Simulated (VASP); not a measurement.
Input of a VASP 6.6.1 run:

POSCAR

```
Sn
1.0
   -3.0724467758      3.0724467758      1.5993019889
    3.0724467758     -3.0724467758      1.5993019889
    3.0724467758      3.0724467758     -1.5993019889
Sn
2
Direct
    0.7500000000      0.2500000000      0.5000000000
    0.0000000000      0.0000000000      0.0000000000
```

File INCAR.step1:

```
SYSTEM = Sn
ALGO     = Normal         ! electronic algorithm
EDIFF    = 1E-4           ! SCF threshold, eV
ENCUT    = 520            ! plane-wave cutoff, eV
GGA      = PE             ! functional
ISMEAR   = 0              ! smearing method
LASPH    = .TRUE.         ! aspherical terms in the spheres
LCHARG   = .FALSE.        ! write CHGCAR
LREAL    = .FALSE.        ! projectors in reciprocal space
LWAVE    = .TRUE.         ! write WAVECAR
NBANDS   = 21             ! bands
NELM     = 80             ! most SCF steps
PREC     = Accurate       ! precision mode
SIGMA    = 0.15           ! smearing width, eV
```

INCAR.step2

```
SYSTEM = Sn
ALGO     = Normal         ! electronic algorithm
EDIFF    = 1E-6           ! SCF threshold, eV
ENCUT    = 520            ! plane-wave cutoff, eV
ISIF     = 2              ! what is computed and relaxed
ISMEAR   = 0              ! smearing method
ISTART   = 1            
LASPH    = .TRUE.         ! aspherical terms in the spheres
LCHARG   = .TRUE.         ! write CHGCAR
LELF     = .TRUE.         ! ELF
LMIXTAU  = .TRUE.       
LREAL    = .FALSE.        ! projectors in reciprocal space
LVHAR    = .TRUE.       
LWAVE    = .FALSE.        ! write WAVECAR
METAGGA  = R2SCAN         ! meta-GGA
NBANDS   = 21             ! bands
NELM     = 80             ! most SCF steps
PREC     = Accurate       ! precision mode
SIGMA    = 0.15           ! smearing width, eV
```

Contents of KPOINTS:

```
k-points
0
G
  16 16 16
  0 0 0
```

Potentials or basis: VASP PAW PBE potentials, release 64 (Sn_d).

Run with:

```sh
$ cat potpaw_PBE.64/Sn_d/POTCAR > POTCAR
$ cp INCAR.step1 INCAR
$ mpirun -np 1 vasp_std > vasp.out
$ cp INCAR.step2 INCAR
$ mpirun -np 1 vasp_std > vasp.out
```

Task: Estimate the band gap on the k mesh.

Result: Zero (bands 14 and 15 overlap by 3.55 eV).

Task: Predict the pressure.

Result: -3.9 GPa.

Stress tensor (GPa, compression positive):
```
-4.62  0.00  0.00
 0.00 -4.62  0.00
 0.00  0.00 -2.51
```

Caveat: the cell differs from its parent crystal (strain +0.0450 x Voigt [1, 1, 0, 0, 0, 0]); the cell stands under tension; the PAW data sets were made with another functional, which shifts forces and pressure a little; spin-orbit coupling is left out, which moves the levels of the heavy elements.
